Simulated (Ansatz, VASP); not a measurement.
# GaN: VASP beside Ansatz

```
CELL_PARAMETERS angstrom
0.00000 2.30835 2.30835
2.30835 0.00000 2.30835
2.30835 2.30835 0.00000
ATOMIC_POSITIONS crystal
Ga 0.00000 0.00000 0.00000
N 0.75000 0.75000 0.75000
```

Change from the starting cell: strain +0.015 along x and y, +0.015 along z, atoms carried along.

Alike in both runs: task single point; functional PBE; k mesh 10 × 10 × 10; occupations gaussian, width 0.05 eV; no spin polarisation.

|  | VASP | Ansatz |
| --- | --- | --- |
| version | VASP 6.6.1 | Ansatz 0.2.0 |
| potentials or method | VASP PAW PBE potentials, release 64 (Ga_d, N), cutoff 520 eV | scalar-relativistic, plane waves, PAW |
| valence electrons in the cell | 18 | 18 |

|  | VASP | Ansatz | Ansatz less VASP |
| --- | --- | --- | --- |
| gap on the k mesh at the Fermi level (eV) | 1.26 | 1.26 | -0.002 |
| least direct gap on the mesh (eV) | 1.26 | 1.26 | -0.002 |
| pressure (GPa) | -6.8 | -7.0 | -0.17 |
